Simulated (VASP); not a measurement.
# SiC (F-43m) in VASP: notebook, part 2 of 2

VASP 6.6.1. The steps go on from the part before.

### 5 Single point, PBE

This run uses another cell than the first one, of 10.50 Å³/atom, 1.136 times its volume.

INCAR reads:

```
SYSTEM = SiC
PREC     = Accurate       ! precision mode
ENCUT    = 520            ! plane-wave cutoff, eV
EDIFF    = 1E-6           ! SCF threshold, eV
ISMEAR   = 0              ! smearing method
SIGMA    = 0.05           ! smearing width, eV
LREAL    = .False.        ! projectors in reciprocal space
LASPH    = .True.         ! aspherical terms in the spheres
NELM     = 80             ! most SCF steps
ALGO     = Normal         ! electronic algorithm
ISIF     = 2              ! what is computed and relaxed
LWAVE    = .False.        ! write WAVECAR
LCHARG   = .False.        ! write CHGCAR
GGA      = PE             ! functional
NBANDS   = 11             ! bands
```

KPOINTS reads:

```
regular mesh
0
Gamma
  12 12 12
  0 0 0
```

POSCAR reads:

```
SiC
1.0
    0.0000000000      2.1898271435      2.1898271435
    2.1898271435      0.0000000000      2.1898271435
    2.1898271435      2.1898271435      0.0000000000
Si C
1 1
Direct
    0.0000000000      0.0000000000      0.0000000000
    0.7500000000      0.7500000000      0.7500000000
```

Potentials or basis: VASP PAW PBE potentials, release 64 (Si, C).

The run is started by

```bash
$ cat potpaw_PBE.64/Si/POTCAR potpaw_PBE.64/C/POTCAR > POTCAR
$ mpirun -np 1 vasp_std > vasp.out
```

OUTCAR:

```text
SYSTEM = SiC
   PREC = Accurate
   ENCUT = 520
   EDIFF = 1E-6
   ISMEAR = 0
   LREAL = .False.
   LASPH = .True.
   NELM = 80
   ISIF = 2
   GGA = PE

 ion  position               nearest neighbor table
   1  0.000  0.000  0.000-   2 1.90   2 1.90   2 1.90   2 1.90
   2  0.750  0.750  0.750-   1 1.90   1 1.90   1 1.90   1 1.90

  LATTYP: Found a face centered cubic cell.
 ALAT       =     4.3796542870

  Lattice vectors:

 A1 = (   0.0000000000,   2.1898271435,   2.1898271435)
 A2 = (   2.1898271435,   0.0000000000,   2.1898271435)
 A3 = (   2.1898271435,   2.1898271435,   0.0000000000)

Analysis of symmetry for initial positions (statically):
=====================================================================
 Subroutine PRICEL returns:
 Original cell was already a primitive cell.

 Routine SETGRP: Setting up the symmetry group for a
 face centered cubic supercell.

 Subroutine GETGRP returns: Found 24 space group operations
 (whereof 24 operations were pure point group operations)
 out of a pool of 48 trial point group operations.

The static configuration has the point symmetry T_d .

Analysis of symmetry for dynamics (positions and initial velocities):
[... 166 lines left out ...]
 k-point     1 :       0.0000    0.0000    0.0000
  band No.  band energies     occupation
      1      -7.3461      2.00000
      2       7.9409      2.00000
      3       7.9409      2.00000
      4       7.9409      2.00000
      5      14.0006      0.00000
      6      15.1457      0.00000
      7      15.1457      0.00000
      8      15.1457      0.00000
      9      22.3609      0.00000
     10      22.3609      0.00000
     11      24.1916      0.00000
[... 309 lines left out ...]
 k-point    24 :      -0.4167    0.1667    0.0000
  band No.  band energies     occupation
      1      -3.5150      2.00000
      2       0.0039      2.00000
      3       4.8741      2.00000
      4       6.4390      2.00000
      5      13.0374      0.00000
      6      15.5575      0.00000
      7      16.4059      0.00000
      8      18.9791      0.00000
      9      22.4886      0.00000
     10      23.2144      0.00000
     11      25.9385      0.00000

 [... further k-points ...]
[... 5 lines left out ...]
  --------------------------------------------------------------------------------------
  -------------------------------------------------------------------------------------
  Total       -0.0049504     -0.0049504     -0.0049504     -0.0000000      0.0000000     -0.0000000
  in kB       -0.3776496     -0.3776496     -0.3776496     -0.0000000      0.0000000     -0.0000000
  external PRESSURE =      -0.3776496 kB  Pullay stress =       0.0000000 kB

 VOLUME and BASIS-vectors are now :
 -----------------------------------------------------------------------------
  energy-cutoff  :      520.00
  volume of cell :       21.00
      direct lattice vectors                 reciprocal lattice vectors
     0.000000000  2.189827144  2.189827144    -0.228328524  0.228328524  0.228328524
     2.189827144  0.000000000  2.189827144     0.228328524 -0.228328524  0.228328524
     2.189827144  2.189827144  0.000000000     0.228328524  0.228328524 -0.228328524

 POSITION                                       TOTAL-FORCE (eV/Angst)
 -----------------------------------------------------------------------------------
      0.00000      0.00000      0.00000        -0.000000     -0.000000     -0.000000
      3.28474      3.28474      3.28474         0.000000      0.000000      0.000000
 -----------------------------------------------------------------------------------
    total drift:                               -0.000000     -0.000000     -0.000000

  FREE ENERGIE OF THE ION-ELECTRON SYSTEM (eV)
  ---------------------------------------------------
  free  energy   TOTEN  =       -15.0609632617 eV

  energy  without entropy=      -15.0609632617  energy(sigma->0) =      -15.06096326
```

OSZICAR:

```text
N       E                     dE             d eps       ncg     rms          rms(c)
DAV:   1     0.296643277996E+01    0.29664E+01   -0.40452E+03  1664   0.616E+02
DAV:   2    -0.162588806091E+02   -0.19225E+02   -0.18379E+02  2022   0.106E+02
DAV:   3    -0.168723383448E+02   -0.61346E+00   -0.61219E+00  1946   0.157E+01
DAV:   4    -0.168747746178E+02   -0.24363E-02   -0.24361E-02  1848   0.126E+00
DAV:   5    -0.168747856208E+02   -0.11003E-04   -0.11003E-04  1966   0.781E-02    0.866E+00
DAV:   6    -0.151132111997E+02    0.17616E+01   -0.64642E+00  1773   0.113E+01    0.382E+00
DAV:   7    -0.150683479163E+02    0.44863E-01   -0.36750E-01  1887   0.348E+00    0.176E+00
DAV:   8    -0.150607488527E+02    0.75991E-02   -0.20101E-02  1782   0.942E-01    0.171E-01
DAV:   9    -0.150608475956E+02   -0.98743E-04   -0.16871E-03  1983   0.232E-01    0.113E-01
DAV:  10    -0.150609605586E+02   -0.11296E-03   -0.24690E-04  1782   0.950E-02    0.261E-02
DAV:  11    -0.150609628255E+02   -0.22669E-05   -0.44385E-05  1917   0.342E-02    0.695E-03
DAV:  12    -0.150609632617E+02   -0.43620E-06   -0.20402E-06  1556   0.855E-03
   1 F= -.15060963E+02 E0= -.15060963E+02  d E =-.306619E-15
```

It took 15 s on 1 thread of Intel Xeon 8259CL, shared host; peak memory 0.14 GiB.

Results:

| Property | Result |
| --- | --- |
| Free energy | -15.0610 eV |
| Pressure | 0.0 GPa |
| Band gap on the k mesh | 1.37 eV, indirect (least direct gap 4.53 eV) |

### 6 The runs side by side

| cell | gap on the mesh (eV) | pressure (GPa) |
| --- | --- | --- |
| a = 2.968 Å, angles 60.0°, 2 atoms | 1.24 | 34.7 |
| a = 3.012 Å, angles 60.0°, 2 atoms | 1.29 | 20.8 |
| a = 3.055 Å, angles 60.0°, 2 atoms | 1.33 | 9.3 |
| a = 3.097 Å, angles 60.0°, 2 atoms | 1.37 | 0.0 |

Alike in all rows: task single point; level PBE; potentials or basis VASP PAW PBE potentials, release 64 (Si, C); no spin polarisation; k mesh 12 × 12 × 12; cutoff (eV) 520; smearing gaussian 0.05 eV.

Total energies depend on the potentials used, so only differences within one code and one set of settings carry meaning.

### 7 Comparison with measurements

Step 5. Measured gap of SiC: 2.4 eV (indirect; quoted in “Insight into the structural, elastic and electronic properties of a new orthorhombic 6O-SiC polytype”, 2020, pmc:7200658). This calculation gives 1.37 eV (-1.03 eV). The value is that of PBE on a finite k mesh, which can miss the band edges, without temperature or zero-point motion. Semilocal functionals fall short of measured gaps as a rule.
